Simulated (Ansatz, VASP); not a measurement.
Two plane-wave programs on BiN

INCAR

```
SYSTEM = BiN
PREC     = Accurate       ! precision mode
ENCUT    = 520            ! plane-wave cutoff, eV
EDIFF    = 1E-6           ! SCF threshold, eV
ISMEAR   = 0              ! smearing method
SIGMA    = 0.05           ! smearing width, eV
LREAL    = .False.        ! projectors in reciprocal space
LASPH    = .True.         ! aspherical terms in the spheres
NELM     = 100            ! most SCF steps
ALGO     = Normal         ! electronic algorithm
ISIF     = 2              ! what is computed and relaxed
LWAVE    = .False.        ! write WAVECAR
LCHARG   = .False.        ! write CHGCAR
GGA      = PE             ! functional
NBANDS   = 17             ! bands
```

Contents of KPOINTS:

```
Automatic mesh
0
Gamma
  10 10 10
  0 0 0
```

The input POSCAR:

```
BiN
1.0
    0.0000000000      2.7574718311      2.7574718311
    2.7574718311      0.0000000000      2.7574718311
    2.7574718311      2.7574718311      0.0000000000
Bi N
1 1
Direct
    0.0000000000      0.0000000000      0.0000000000
    0.2500000000      0.2500000000      0.2500000000
```

Input for Ansatz:

```yaml
crystal:
  lattice:
    - [0.0, 2.7574718311, 2.7574718311]
    - [2.7574718311, 0.0, 2.7574718311]
    - [2.7574718311, 2.7574718311, 0.0]
  atoms:
    - { symbol: Bi, position: [0.0, 0.0, 0.0] }
    - { symbol: "N", position: [0.25, 0.25, 0.25] }
basis:
  ecutwfc: 420
  ecutrho_ratio: 4
kpoints:
  mp_grid: { grid: [10, 10, 10] }
hamiltonian:
  xc: pbe
scf:
  occupations: { method: gaussian, width: 0.05 }
output:
  forces: true
  stress: true
  eigenvalues: true
```

Alike in both runs: task single point; functional PBE; k mesh 10 × 10 × 10; occupations gaussian, width 0.05 eV; no spin polarisation.

|  | VASP | Ansatz |
| --- | --- | --- |
| version | VASP 6.6.1 | Ansatz 0.2.0 |
| potentials or method | VASP PAW PBE potentials, release 64 (Bi_d, N), cutoff 520 eV | scalar-relativistic, plane waves, PAW |
| valence electrons in the cell | 20 | 20 |

|  | VASP | Ansatz | Ansatz less VASP |
| --- | --- | --- | --- |
| pressure (GPa) | 1.8 | 1.8 | -0.01 |

Neither program's run includes spin-orbit coupling.
